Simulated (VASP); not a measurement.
# SiO2 (P4_2/mnm) in VASP: further runs

The runs below take SiO2 through single point, with LDA.

All numbers are computed with VASP 6.6.1; they aren't measurements. Logs are shortened: lines on timing, memory, paths and dates and some standing lists are left out, and cuts for length are marked.

## Step 1: The cell of the first run

It takes space group P4_2/mnm (No. 136, tetragonal). The conventional cell has a = 4.000 Å, b = 4.000 Å, c = 2.964 Å, α = 90.00°, β = 90.00°, γ = 90.00°. Si (site symmetry mmm) has 6 O at 1.73 to 1.85 Å within 2.3 Å. O (site symmetry m2m) has 3 Si at 1.73 to 1.85 Å and 1 O at 2.20 Å within 2.3 Å.

## Step 2: Single point, LDA (7.90 Å³/atom)

INCAR

```
ALGO     = Normal         # electronic algorithm
EDIFF    = 1E-6           # SCF threshold, eV
ENCUT    = 910            # plane-wave cutoff, eV
GGA      = CA             # functional
GGA_COMPAT= False        
ISIF     = 2              # what is computed and relaxed
ISMEAR   = 0              # smearing method
LASPH    = True           # aspherical terms in the spheres
LCHARG   = False          # write CHGCAR
LREAL    = False          # projectors in reciprocal space
LWAVE    = False          # write WAVECAR
NBANDS   = 25             # bands
NELM     = 120            # most SCF steps
PREC     = Accurate       # precision mode
SIGMA    = 0.05           # smearing width, eV
```

KPOINTS

```
k-points
0
Gamma
  6 6 10
```

POSCAR

```
SiO2
1.0
    4.0000112476      0.0000000000      0.0000000000
    0.0000000000      4.0000112476      0.0000000000
    0.0000000000      0.0000000000      2.9636083333
Si O
2 4
Direct
    0.5000000000      0.5000000000      0.5000000000
    0.0000000000      0.0000000000      0.0000000000
    0.6944252994      0.6944252994      0.0000000000
    0.1944252994      0.8055747006      0.5000000000
    0.3055747006      0.3055747006      0.0000000000
    0.8055747006      0.1944252994      0.5000000000
```

Potentials or basis: VASP PAW LDA potentials, release 64 (Si, O_h).

Launch:

```bash
cat potpaw_LDA.64/Si/POTCAR potpaw_LDA.64/O_h/POTCAR > POTCAR
mpirun -np 1 vasp_std > vasp.out
```

OUTCAR:

```text
EDIFF = 1E-6
   ENCUT = 910
   GGA = CA
   ISIF = 2
   ISMEAR = 0
   LASPH = True
   LREAL = False
   NELM = 120
   PREC = Accurate

 ion  position               nearest neighbor table
   1  0.500  0.500  0.500-   4 1.73   6 1.73   5 1.85   3 1.85   3 1.85   5 1.85
   2  0.000  0.000  0.000-   3 1.73   5 1.73   4 1.85   6 1.85   4 1.85   6 1.85
   3  0.694  0.694  0.000-   2 1.73   1 1.85   1 1.85
   4  0.194  0.806  0.500-   1 1.73   2 1.85   2 1.85
   5  0.306  0.306  0.000-   2 1.73   1 1.85   1 1.85
   6  0.806  0.194  0.500-   1 1.73   2 1.85   2 1.85

  LATTYP: Found a simple tetragonal cell.
 ALAT       =     4.0000112476
 C/A-ratio  =     0.7409000000

  Lattice vectors:

 A1 = (   4.0000112476,   0.0000000000,   0.0000000000)
 A2 = (   0.0000000000,   4.0000112476,   0.0000000000)
 A3 = (   0.0000000000,   0.0000000000,   2.9636083333)

Analysis of symmetry for initial positions (statically):
=====================================================================
 Subroutine PRICEL returns:
 Original cell was already a primitive cell.

 Routine SETGRP: Setting up the symmetry group for a
 simple tetragonal supercell.

 Subroutine GETGRP returns: Found 16 space group operations
 (whereof  8 operations were pure point group operations)
 out of a pool of 16 trial point group operations.

The static configuration has the point symmetry D_2h.
 The point group associated with its full space group is D_4h.

Analysis of symmetry for dynamics (positions and initial velocities):
=====================================================================
 Subroutine PRICEL returns:
 Original cell was already a primitive cell.

 Routine SETGRP: Setting up the symmetry group for a
 simple tetragonal supercell.

 Subroutine GETGRP returns: Found 16 space group operations
 (whereof  8 operations were pure point group operations)
 out of a pool of 16 trial point group operations.

The dynamic configuration has the point symmetry D_2h.
 The point group associated with its full space group is D_4h.

 Subroutine INISYM returns: Found 16 space group operations
 (whereof  8 operations are pure point group operations),
 and found     1 'primitive' translations

----------------------------------------------------------------------------------------
[... 95 lines left out ...]
   ISPIN  =      1    spin polarized calculation?
   LNONCOLLINEAR =      F non collinear calculations
   LSORBIT =      F    spin-orbit coupling
   LASPH  =      T    aspherical Exc in radial PAW
   ENCUT  =  910.0 eV  66.88 Ry    8.18 a.u.   9.84  9.84  7.29*2*pi/ulx,y,z
   NELM   =    120;   NELMIN=  2; NELMDL= -5     # of ELM steps
   EDIFF  = 0.1E-05   stopping-criterion for ELM
   LREAL  =      F    real-space projection
   EDIFFG = 0.1E-04   stopping-criterion for IOM
   NSW    =      0    number of steps for IOM
   IBRION =     -1    ionic relax: 0-MD 1-quasi-New 2-CG
   NFREE  =      0    steps in history (QN), initial steepest desc. (CG)
   ISIF   =      2    stress and relaxation
   ISYM   =      2    0-nonsym 1-usesym 2-fastsym
   POTIM  = 0.5000    time-step for ionic-motion
   TEBEG  =    0.0;   TEEND  =   0.0 temperature during run
   PSTRESS=    0.0 pullay stress
   NELECT =      32.0000    total number of electrons
   NUPDOWN=      -1.0000    fix difference up-down
   EMIN   =  10.00;   EMAX   =-10.00  energy-range for DOS
   EFERMI =   0.00;   METHOD = LEGACY
   ISMEAR =     0;   SIGMA  =   0.05  broadening in eV -4-tet -1-fermi 0-gaus
   EFERMI_NEDOS =   21; number of points for ismear=-14 and -15
   IALGO  =     38    algorithm
   IMIX   =      4    mixing-type and parameters
     AMIX     =   0.40;   BMIX     =  1.00
     AMIX_MAG =   1.60;   BMIX_MAG =  1.00
  volume/ion in A,a.u.               =       7.90        53.33
  Fermi-wavevector in a.u.,A,eV,Ry     =   1.435965  2.713580 28.055138  2.061994
  Thomas-Fermi vector in A             =   2.555205
   LORBIT       =      0    0 simple, 1 ext, 2 COOP (PROOUT), +10 PAW based schemes
   GGA     = CA    functional components
   LHFCALC =     F    Hartree Fock is set to
   AEXX    =    0.0000 exact exchange contribution
   IVDW    =     0    specifies the selected vdW correction
   LEPSILON=     F    determine dielectric tensor
   LRPA    =     F    only Hartree local field effects (RPA)
 non-spin polarized calculation
 Gauss-broadening in eV      SIGMA  =   0.05
  energy-cutoff  :      910.00
  volume of cell :       47.42
 maximum number of plane-waves:      2976
 NGX is ok and might be reduce to    40
   NGX = 19   NGY = 19   NGZ = 15

 number of electron      32.0000007 magnetization

 Free energy of the ion-electron system (eV)
  ---------------------------------------------------
  ext. energy  EPLUGINS =         0.00000000
  ---------------------------------------------------
  free energy    TOTEN  =       -51.12339399 eV

  energy without entropy =      -51.12339399  energy(sigma->0) =      -51.12339399

 E-fermi :   8.7122     XC(G=0): -12.6944

 val. band max:        8.4450877081   @ k =   0.0000   0.0000   0.0000
 cond. band min:      13.1443674217   @ k =   0.0000   0.0000   0.0000
 fundamental gap:      4.6992797135
 Fermi energy:         8.7121794991

 k-point     1 :       0.0000    0.0000    0.0000
  band No.  band energies     occupation
      1     -13.4453      2.00000
      2      -9.5113      2.00000
      3      -9.5113      2.00000
      4      -9.0722      2.00000
      5      -2.1649      2.00000
      6       1.8326      2.00000
[... 661 lines left out ...]
     24      20.8694      0.00000
     25      22.4361      0.00000

 [... further k-points ...]
[... 5 lines left out ...]
  --------------------------------------------------------------------------------------
  -------------------------------------------------------------------------------------
  Total        2.2235501      2.2235501    -14.2735036      0.0000000      0.0000000      0.0000000
  in kB       75.1301526     75.1301526   -482.2785427      0.0000000      0.0000000      0.0000000
  external PRESSURE =    -110.6727458 kB  Pullay stress =       0.0000000 kB

 VOLUME and BASIS-vectors are now :
 -----------------------------------------------------------------------------
  energy-cutoff  :      910.00
  volume of cell :       47.42
      direct lattice vectors                 reciprocal lattice vectors
     4.000011248  0.000000000  0.000000000     0.249999297  0.000000000  0.000000000
     0.000000000  4.000011248  0.000000000     0.000000000  0.249999297  0.000000000
     0.000000000  0.000000000  2.963608333     0.000000000  0.000000000  0.337426504

 POSITION                                       TOTAL-FORCE (eV/Angst)
 -----------------------------------------------------------------------------------
      2.00001      2.00001      1.48180         0.000000      0.000000      0.000000
      0.00000      0.00000      0.00000         0.000000      0.000000      0.000000
      2.77771      2.77771      0.00000         0.444285      0.444285      0.000000
      0.77770      3.22231      1.48180         0.444285     -0.444285      0.000000
      1.22230      1.22230      0.00000        -0.444285     -0.444285      0.000000
      3.22231      0.77770      1.48180        -0.444285      0.444285      0.000000
 -----------------------------------------------------------------------------------
    total drift:                                0.000000     -0.000000      0.000000

  FREE ENERGIE OF THE ION-ELECTRON SYSTEM (eV)
  ---------------------------------------------------
  free  energy   TOTEN  =       -51.1233939870 eV

  energy  without entropy=      -51.1233939870  energy(sigma->0) =      -51.12339399
```

OSZICAR:

```text
N       E                     dE             d eps       ncg     rms          rms(c)
DAV:   1     0.238047074872E+03    0.23805E+03   -0.24210E+04  3000   0.194E+03
DAV:   2    -0.361027341238E+02   -0.27415E+03   -0.25435E+03  4228   0.352E+02
DAV:   3    -0.558340300400E+02   -0.19731E+02   -0.19542E+02  3944   0.946E+01
DAV:   4    -0.560814231387E+02   -0.24739E+00   -0.24704E+00  3823   0.111E+01
DAV:   5    -0.560861587358E+02   -0.47356E-02   -0.47322E-02  3935   0.146E+00    0.174E+01
DAV:   6    -0.512236698186E+02    0.48625E+01   -0.13420E+01  3825   0.243E+01    0.820E+00
DAV:   7    -0.511688103081E+02    0.54860E-01   -0.64453E-01  3697   0.495E+00    0.292E+00
DAV:   8    -0.511307040012E+02    0.38106E-01   -0.25482E-02  3896   0.168E+00    0.115E+00
DAV:   9    -0.511233899200E+02    0.73141E-02   -0.70998E-03  3738   0.882E-01    0.210E-01
DAV:  10    -0.511234518254E+02   -0.61905E-04   -0.10171E-03  3936   0.225E-01    0.906E-02
DAV:  11    -0.511233957678E+02    0.56058E-04   -0.13425E-04  3845   0.865E-02    0.340E-02
DAV:  12    -0.511233939547E+02    0.18131E-05   -0.17572E-05  3775   0.288E-02    0.101E-02
DAV:  13    -0.511233939870E+02   -0.32246E-07   -0.14179E-07  2544   0.319E-03
   1 F= -.51123394E+02 E0= -.51123394E+02  d E =-.317255E-16
```

Run time: 2.3 min. Hardware: 1 thread of Intel Xeon Platinum 8259CL at 2.50GHz (Skylake/Cascade Lake), shared host; peak memory 0.25 GiB.

Results:

```yaml
Free_energy: -51.1234 eV
Pressure: -11.1 GPa
Largest_force: 0.628 eV/Å
Band_gap_on_the_k_mesh: 4.70 eV
```

Forces in eV/Å, atoms in the order of the input:
```
Si   0.000  0.000  0.000
Si   0.000  0.000  0.000
O    0.444  0.444  0.000
O    0.444 -0.444  0.000
O   -0.444 -0.444  0.000
O   -0.444  0.444  0.000
```

Caveat: the cutoff is under 1.25 times the usual one of these potentials, so pressure, stress and relaxed cells hold a basis-set (Pulay) error; the cell stands under tension. A k mesh can miss the band edges.

## Step 3: Single point, LDA (8.15 Å³/atom)

This run uses another cell than the first one, of 8.15 Å³/atom.

INCAR

```
SYSTEM = SiO2
ALGO = Normal ; EDIFF = 1E-6
ENCUT = 910 ; GGA_COMPAT = .FALSE.
ISIF = 2 ; ISMEAR = 0
LASPH = .TRUE. ; LCHARG = .FALSE.
LREAL = .FALSE. ; LWAVE = .FALSE.
NBANDS = 25 ; NELM = 120
PREC = Accurate ; SIGMA = 0.05
```

KPOINTS

```
k-points
0
G
  6 6 10
  0 0 0
```

Edit POSCAR of step 2 so:

```diff
@@ -2,5 +2,5 @@
 1.0
-    4.0000112476      0.0000000000      0.0000000000
-    0.0000000000      4.0000112476      0.0000000000
-    0.0000000000      0.0000000000      2.9636083333
+    4.3461712536      0.0000000000      0.0000000000
+    0.0000000000      4.3461712536      0.0000000000
+    0.0000000000      0.0000000000      2.5881449815
 Si O
```

Potentials or basis: VASP PAW LDA potentials, release 64 (Si, O_h).

Launch:

```bash
cat potpaw_LDA.64/Si/POTCAR potpaw_LDA.64/O_h/POTCAR > POTCAR
mpirun -np 1 vasp_std > vasp.out
```

Wall time 68 s (1 thread of Intel Xeon 6975P-C (Granite Rapids), shared host); peak memory 0.27 GiB.

The run converged. Its results:

- Free energy: -51.6879 eV
- Pressure: -14.2 GPa
- Largest force: 0.941 eV/Å
- Band gap on the k mesh: 4.92 eV

Forces on the atoms (eV/Å):
```
Si   0.000  0.000  0.000
Si   0.000  0.000  0.000
O   -0.665 -0.665  0.000
O   -0.665  0.665  0.000
O    0.665  0.665  0.000
O    0.665 -0.665  0.000
```

Stress tensor (GPa, compression positive):
```
-24.21   0.00   0.00
  0.00 -24.21   0.00
  0.00   0.00   5.85
```

Levels at points of the mesh, in eV from the valence-band top:
| k point | band 14 | band 15 | band 16 | band 17 | band 18 | band 19 |
| --- | --- | --- | --- | --- | --- | --- |
| (0.00, 0.00, 0.00) | -0.92 | -0.92 | 0.00 | 4.92 | 7.43 | 8.79 |
| (0.50, 0.00, 0.00) | -2.23 | -1.09 | -1.09 | 7.40 | 7.40 | 9.48 |
| (0.50, 0.50, 0.00) | -2.45 | -2.33 | -2.33 | 7.30 | 7.30 | 10.20 |
| (0.00, 0.00, 0.50) | -2.68 | -2.51 | -2.51 | 8.14 | 8.14 | 11.43 |
| (0.50, 0.00, 0.50) | -2.27 | -1.63 | -1.63 | 7.93 | 7.93 | 8.63 |
| (0.50, 0.50, 0.50) | -1.79 | -1.44 | -1.44 | 6.24 | 6.24 | 10.19 |

Caveat: the cutoff is under 1.25 times the usual one of these potentials, so pressure, stress and relaxed cells hold a basis-set (Pulay) error; the cell stands under tension. A k mesh can miss the band edges.

## Step 4: Single point, LDA (7.90 Å³/atom)

INCAR

```
  ALGO = Normal
  EDIFF = 1E-6
  ENCUT = 910
  GGA_COMPAT = F
  ISIF = 2
  ISMEAR = 0
  LASPH = T
  LCHARG = F
  LREAL = F
  LWAVE = F
  NBANDS = 25
  NELM = 120
  PREC = Accurate
  SIGMA = 0.05
```

KPOINTS

```
k-points
0
Gamma
  6 6 10
```

Edit POSCAR of step 3 so:

```diff
@@ -2,5 +2,5 @@
 1.0
-    4.3461712536      0.0000000000      0.0000000000
-    0.0000000000      4.3461712536      0.0000000000
-    0.0000000000      0.0000000000      2.5881449815
+    4.0984222249      0.0000000000      0.0000000000
+    0.0000000000      4.0984222249      0.0000000000
+    0.0000000000      0.0000000000      2.8229932285
 Si O
```

Launch:

```bash
cat potpaw_LDA.64/Si/POTCAR potpaw_LDA.64/O_h/POTCAR > POTCAR
mpirun -np 1 vasp_std > vasp.out
```

Wall time 49 s (1 thread of Intel Xeon 6975P-C (Granite Rapids), shared host); peak memory 0.25 GiB.

The run converged. Its results:

```
Free energy            : -51.7562 eV
Pressure               : -11.5 GPa
Largest force          : 0.262 eV/Å
Band gap on the k mesh : 4.98 eV
```

Forces on the atoms (eV/Å):
```
Si   0.000  0.000  0.000
Si   0.000  0.000  0.000
O    0.185  0.185  0.000
O    0.185 -0.185  0.000
O   -0.185 -0.185  0.000
O   -0.185  0.185  0.000
```

Stress tensor (GPa, compression positive):
```
 -1.09   0.00   0.00
  0.00  -1.09   0.00
  0.00   0.00 -32.39
```

Levels at points of the mesh, in eV from the valence-band top:
| k point | band 12 | band 13 | band 14 | band 15 | band 16 | band 17 | band 18 | band 19 | band 20 | band 21 |
| --- | --- | --- | --- | --- | --- | --- | --- | --- | --- | --- |
| (0.00, 0.00, 0.00) | -3.37 | -2.69 | -0.77 | -0.77 | 0.00 | 4.98 | 5.39 | 7.19 | 7.19 | 10.13 |
| (0.50, 0.00, 0.00) | -3.78 | -2.84 | -2.84 | -0.96 | -0.96 | 6.80 | 6.80 | 7.88 | 7.88 | 11.58 |
| (0.50, 0.50, 0.00) | -3.56 | -2.88 | -2.88 | -1.95 | -1.95 | 6.47 | 6.47 | 9.00 | 9.00 | 13.39 |
| (0.00, 0.00, 0.50) | -4.41 | -3.25 | -3.25 | -2.54 | -2.54 | 8.82 | 8.82 | 12.00 | 12.00 | 12.74 |
| (0.50, 0.00, 0.50) | -3.91 | -2.05 | -2.05 | -1.64 | -1.64 | 8.58 | 8.58 | 10.22 | 10.22 | 12.01 |
| (0.50, 0.50, 0.50) | -4.17 | -1.49 | -1.49 | -1.42 | -1.42 | 7.04 | 7.04 | 10.96 | 10.96 | 11.48 |

Caveat: the cutoff is under 1.25 times the usual one of these potentials, so pressure, stress and relaxed cells hold a basis-set (Pulay) error; the cell stands under tension. A k mesh can miss the band edges.

## Step 5: The runs side by side

| cell | gap on the mesh (eV) | pressure (GPa) | largest force (eV/Å) |
| --- | --- | --- | --- |
| a = 4.000, b = 4.000, c = 2.964 Å, 6 atoms | 4.70 | -11.1 | 0.63 |
| a = 4.346, b = 4.346, c = 2.588 Å, 6 atoms | 4.92 | -14.2 | 0.94 |
| a = 4.098, b = 4.098, c = 2.823 Å, 6 atoms | 4.98 | -11.5 | 0.26 |

Alike in all rows: task single point; level LDA; potentials or basis VASP PAW LDA potentials, release 64 (Si, O_h); no spin polarisation; k mesh 6 × 6 × 10; cutoff (eV) 910; smearing gaussian 0.05 eV.

Caveats: the cutoff is under 1.25 times the usual one of these potentials, so pressure, stress and relaxed cells hold a basis-set (Pulay) error; the cell stands under tension.

Total energies depend on the potentials used, so only differences within one code and one set of settings carry meaning.
